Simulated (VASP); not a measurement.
# Sn (P6_3/mmc) in VASP: notebook

The runs below take Sn through single point, with PBE.

Everything below comes from runs of VASP 6.6.1. Logs are shortened: lines on timing, memory, paths and dates and some standing lists are left out, and cuts for length are marked.

## (1) The cell of the first run

It takes space group P6_3/mmc (No. 194, hexagonal). The conventional cell has a = 4.612 Å, b = 4.612 Å, c = 7.633 Å, α = 90.00°, β = 90.00°, γ = 120.00°. Within 3.7 Å of Sn (site symmetry 3m) lie 4 Sn at 2.83 to 2.85 Å.

## (2) Single point, PBE (epitaxial xy strain -0.5%)

Input file INCAR:

```
SYSTEM = Sn
PREC = Accurate
ENCUT = 520
EDIFF = 1E-7
ISMEAR = -1
SIGMA = 0.02
LREAL = .FALSE.
LASPH = .TRUE.
NELM = 80
ALGO = Normal
ISIF = 2
LWAVE = .FALSE.
LCHARG = .FALSE.
GGA = PE
NBANDS = 36
```

Input file KPOINTS:

```
regular mesh
0
G
  6 6 4
  0 0 0
```

Input file POSCAR:

```
Sn
1.0
    4.6117668702      0.0000000000      0.0000000000
   -2.3058834351      3.9939072659      0.0000000000
    0.0000000000      0.0000000000      7.6329265945
Sn
4
Direct
    0.3333333333      0.6666666667      0.0008430696
    0.6666666667      0.3333333333      0.5008430696
    0.3333333333      0.6666666667      0.3741569304
    0.6666666667      0.3333333333      0.8741569304
```

Potentials or basis: VASP PAW PBE potentials, release 64 (Sn_d).

The run is started by

```console
> cat potpaw_PBE.64/Sn_d/POTCAR > POTCAR
> mpirun -np 1 vasp_std > vasp.out
```

OUTCAR:

```text
SYSTEM = Sn
   PREC = Accurate
   ENCUT = 520
   EDIFF = 1E-7
   ISMEAR = -1
   LREAL = .FALSE.
   LASPH = .TRUE.
   NELM = 80
   ISIF = 2
   GGA = PE

 ion  position               nearest neighbor table
   1  0.333  0.667  0.001-   4 2.83   4 2.83   4 2.83   3 2.85
   2  0.667  0.333  0.501-   3 2.83   3 2.83   3 2.83   4 2.85
   3  0.333  0.667  0.374-   2 2.83   2 2.83   2 2.83   1 2.85
   4  0.667  0.333  0.874-   1 2.83   1 2.83   1 2.83   2 2.85

  LATTYP: Found a hexagonal cell.
 ALAT       =     4.6117668702
 C/A-ratio  =     1.6550981022

  Lattice vectors:

 A1 = (   4.6117668702,   0.0000000000,   0.0000000000)
 A2 = (  -2.3058834351,   3.9939072659,   0.0000000000)
 A3 = (   0.0000000000,   0.0000000000,   7.6329265945)

Analysis of symmetry for initial positions (statically):
=====================================================================
 Subroutine PRICEL returns:
 Original cell was already a primitive cell.

 Routine SETGRP: Setting up the symmetry group for a
 hexagonal supercell.

 Subroutine GETGRP returns: Found 24 space group operations
 (whereof  6 operations were pure point group operations)
 out of a pool of 24 trial point group operations.

The static configuration has the point symmetry C_3v.
 The point group associated with its full space group is D_6h.

Analysis of symmetry for dynamics (positions and initial velocities):
=====================================================================
 Subroutine PRICEL returns:
 Original cell was already a primitive cell.

 Routine SETGRP: Setting up the symmetry group for a
 hexagonal supercell.

 Subroutine GETGRP returns: Found 24 space group operations
 (whereof  6 operations were pure point group operations)
 out of a pool of 24 trial point group operations.

The dynamic configuration has the point symmetry C_3v.
 The point group associated with its full space group is D_6h.

 Subroutine INISYM returns: Found 24 space group operations
 (whereof  6 operations are pure point group operations),
 and found     1 'primitive' translations

----------------------------------------------------------------------------------------

                                     Primitive cell

  volume of cell :     140.5906

  direct lattice vectors                    reciprocal lattice vectors
     4.611766870  0.000000000  0.000000000     0.216836633  0.125190688  0.000000000
    -2.305883435  3.993907266  0.000000000     0.000000000  0.250381377  0.000000000
     0.000000000  0.000000000  7.632926594     0.000000000  0.000000000  0.131011348

  length of vectors
     4.611766870  4.611766870  7.632926594     0.250381377  0.250381377  0.131011348

  position of ions in fractional coordinates (direct lattice)
     0.333333333  0.666666667  0.000843070
     0.666666667  0.333333333  0.500843070
     0.333333333  0.666666667  0.374156930
     0.666666667  0.333333333  0.874156930

  ion indices of the primitive-cell ions
   primitive index   ion index
                 1           1
                 2           2
                 3           3
                 4           4

----------------------------------------------------------------------------------------

 KPOINTS: regular mesh

Automatic generation of k-mesh.
 Grid dimensions read from file:
 generate k-points for:    6    6    4

 Generating k-lattice:

  Cartesian coordinates                     Fractional coordinates (reciprocal lattice)
     0.036139439  0.020865115  0.000000000     0.166666667  0.000000000  0.000000000
     0.000000000  0.041730229  0.000000000     0.000000000  0.166666667  0.000000000
     0.000000000  0.000000000  0.032752837     0.000000000  0.000000000  0.250000000

  Length of vectors
     0.041730229  0.041730229  0.032752837

  Shift w.r.t. Gamma in fractional coordinates (k-lattice)
     0.000000000  0.000000000  0.000000000

 Subroutine IBZKPT returns following result:
 ===========================================

 Found     21 irreducible k-points:

 Following reciprocal coordinates:
            Coordinates               Weight
  0.000000  0.000000  0.000000      1.000000
  0.166667 -0.000000  0.000000      6.000000
  0.333333  0.000000  0.000000      6.000000
  0.500000  0.000000  0.000000      3.000000
  0.166667  0.166667  0.000000      6.000000
  0.333333  0.166667  0.000000     12.000000
[... 13 lines left out ...]
  0.333333  0.166667  0.500000     12.000000
  0.333333  0.333333  0.500000      2.000000
   k-points           NKPTS =     21   k-points in BZ     NKDIM =     21   number of bands    NBANDS=     36
   number of dos      NEDOS =    301   number of ions     NIONS =      4
   total plane-waves  NPLWV =  77760
   dimension x,y,z NGX =    36 NGY =   36 NGZ =   60
   dimension x,y,z NGXF=    72 NGYF=   72 NGZF=  120
   ions per type =               4
   NGX,Y,Z   is equivalent  to a cutoff of  12.98, 12.98, 13.07 a.u.
   NGXF,Y,Z  is equivalent  to a cutoff of  25.95, 25.95, 26.14 a.u.
 SYSTEM =  Sn
   PREC   = accura    normal or accurate (medium, high low for compatibility)
   ISTART =      0    job   : 0-new  1-cont  2-samecut
   ICHARG =      2    charge: 1-file 2-atom 10-const
   ISPIN  =      1    spin polarized calculation?
   LNONCOLLINEAR =      F non collinear calculations
   LSORBIT =      F    spin-orbit coupling
   LASPH  =      T    aspherical Exc in radial PAW
   ENCUT  =  520.0 eV  38.22 Ry    6.18 a.u.   8.57  8.57 14.19*2*pi/ulx,y,z
   NELM   =     80;   NELMIN=  2; NELMDL= -5     # of ELM steps
   EDIFF  = 0.1E-06   stopping-criterion for ELM
   LREAL  =      F    real-space projection
   EDIFFG = 0.1E-05   stopping-criterion for IOM
   NSW    =      0    number of steps for IOM
   IBRION =     -1    ionic relax: 0-MD 1-quasi-New 2-CG
   NFREE  =      0    steps in history (QN), initial steepest desc. (CG)
   ISIF   =      2    stress and relaxation
   ISYM   =      2    0-nonsym 1-usesym 2-fastsym
   POTIM  = 0.5000    time-step for ionic-motion
   TEBEG  =    0.0;   TEEND  =   0.0 temperature during run
   PSTRESS=    0.0 pullay stress
   NELECT =      56.0000    total number of electrons
   NUPDOWN=      -1.0000    fix difference up-down
   EMIN   =  10.00;   EMAX   =-10.00  energy-range for DOS
   EFERMI =   0.00;   METHOD = LEGACY
   ISMEAR =    -1;   SIGMA  =   0.02  broadening in eV -4-tet -1-fermi 0-gaus
   EFERMI_NEDOS =   21; number of points for ismear=-14 and -15
   IALGO  =     38    algorithm
   IMIX   =      4    mixing-type and parameters
     AMIX     =   0.40;   BMIX     =  1.00
     AMIX_MAG =   1.60;   BMIX_MAG =  1.00
  volume/ion in A,a.u.               =      35.15       237.19
  Fermi-wavevector in a.u.,A,eV,Ry     =   1.204533  2.276237 19.740690  1.450900
  Thomas-Fermi vector in A             =   2.340255
   LORBIT       =      0    0 simple, 1 ext, 2 COOP (PROOUT), +10 PAW based schemes
   GGA     = PE    functional components
   LHFCALC =     F    Hartree Fock is set to
   AEXX    =    0.0000 exact exchange contribution
   IVDW    =     0    specifies the selected vdW correction
   LEPSILON=     F    determine dielectric tensor
   LRPA    =     F    only Hartree local field effects (RPA)
 non-spin polarized calculation
  energy-cutoff  :      520.00
  volume of cell :      140.59
 maximum number of plane-waves:      3819
 NGX is ok and might be reduce to    36
   NGX = 17   NGY = 17   NGZ = 29

 number of electron      55.9999996 magnetization

 Free energy of the ion-electron system (eV)
  ---------------------------------------------------
  ext. energy  EPLUGINS =         0.00000000
  ---------------------------------------------------
  free energy    TOTEN  =       -15.25885887 eV

  energy without entropy =      -15.25804630  energy(sigma->0) =      -15.25845258

 E-fermi :   5.3261     XC(G=0):  -8.7432

 val. band max:        5.3183374186   @ k =   0.0000   0.0000   0.0000
 cond. band min:       5.3400138628   @ k =   0.0000   0.0000   0.2500
 fundamental gap:      0.0216764442
 Fermi energy:         5.3261482366

 k-point     1 :       0.0000    0.0000    0.0000
  band No.  band energies     occupation
      1     -16.3273      2.00000
      2     -16.3273      2.00000
      3     -16.2764      2.00000
      4     -16.2764      2.00000
      5     -16.2734      2.00000
      6     -16.2573      2.00000
[... 28 lines left out ...]
     35       9.1638      0.00000
     36      10.2498      0.00000

 k-point     2 :       0.1667   -0.0000    0.0000
  band No.  band energies     occupation
      1     -16.3440      2.00000
      2     -16.3331      2.00000
      3     -16.2905      2.00000
      4     -16.2870      2.00000
      5     -16.2736      2.00000
      6     -16.2339      2.00000
[... 28 lines left out ...]
     35      10.0320      0.00000
     36      10.3420      0.00000

 k-point     3 :       0.3333    0.0000    0.0000
  band No.  band energies     occupation
      1     -16.3528      2.00000
      2     -16.3393      2.00000
      3     -16.3154      2.00000
      4     -16.3006      2.00000
      5     -16.2564      2.00000
      6     -16.2138      2.00000
[... 28 lines left out ...]
     35      10.9886      0.00000
     36      11.0866      0.00000
[... 625 lines left out ...]
 k-point    20 :       0.3333    0.1667    0.5000
  band No.  band energies     occupation
      1     -16.3371      2.00000
      2     -16.3371      2.00000
      3     -16.3180      2.00000
      4     -16.3180      2.00000
      5     -16.2302      2.00000
      6     -16.2302      2.00000
[... 28 lines left out ...]
     35      10.9113      0.00000
     36      10.9113      0.00000

 k-point    21 :       0.3333    0.3333    0.5000
  band No.  band energies     occupation
      1     -16.3473      2.00000
      2     -16.3473      2.00000
      3     -16.3182      2.00000
      4     -16.3182      2.00000
      5     -16.2213      2.00000
      6     -16.2213      2.00000
[... 28 lines left out ...]
     35      10.6127      0.00000
     36      10.6127      0.00000

------------------------ aborting loop because EDIFF is reached ----------------------------------------

  FORCE on cell =-STRESS in cart. coord.  units (eV):
  Direction    XX          YY          ZZ          XY          YZ          ZX
  --------------------------------------------------------------------------------------
  -------------------------------------------------------------------------------------
  Total        1.7772959      1.7772959      1.1883264     -0.0000000      0.0000000     -0.0000000
  in kB       20.2541448     20.2541448     13.5422217     -0.0000000      0.0000000     -0.0000000
  external PRESSURE =      18.0168371 kB  Pullay stress =       0.0000000 kB

 VOLUME and BASIS-vectors are now :
 -----------------------------------------------------------------------------
  energy-cutoff  :      520.00
  volume of cell :      140.59
      direct lattice vectors                 reciprocal lattice vectors
     4.611766870  0.000000000  0.000000000     0.216836633  0.125190688  0.000000000
    -2.305883435  3.993907266  0.000000000     0.000000000  0.250381377  0.000000000
     0.000000000  0.000000000  7.632926594     0.000000000  0.000000000  0.131011348

 POSITION                                       TOTAL-FORCE (eV/Angst)
 -----------------------------------------------------------------------------------
     -0.00000      2.66260      0.00644         0.000000     -0.000000     -0.019195
      2.30588      1.33130      3.82290         0.000000     -0.000000     -0.019195
     -0.00000      2.66260      2.85591        -0.000000      0.000000      0.019195
      2.30588      1.33130      6.67238         0.000000      0.000000      0.019195
 -----------------------------------------------------------------------------------
    total drift:                               -0.000000      0.000000      0.000000

  FREE ENERGIE OF THE ION-ELECTRON SYSTEM (eV)
  ---------------------------------------------------
  free  energy   TOTEN  =       -15.2588588661 eV

  energy  without entropy=      -15.2580463004  energy(sigma->0) =      -15.25845258
```

It took 74 s on 1 thread of Intel Xeon Platinum 8488C (Sapphire Rapids), shared host; peak memory 0.29 GiB.

Results:

* Free energy: -15.2589 eV
* Pressure: 1.8 GPa
* Largest force: 0.019 eV/Å
* Band gap on the k mesh: 0.02 eV, indirect (least direct gap 0.07 eV)

Forces on the atoms (eV/Å):
```
Sn   0.000  0.000 -0.019
Sn   0.000  0.000 -0.019
Sn   0.000  0.000  0.019
Sn   0.000  0.000  0.019
```

Stress tensor (GPa, compression positive):
```
2.03 0.00 0.00
0.00 2.03 0.00
0.00 0.00 1.35
```

Caveat: the cell differs from its parent crystal (epitaxial xy strain -0.5%); spin-orbit coupling is left out, which moves the levels of the heavy elements.

(Continued in part 2 of 2.)
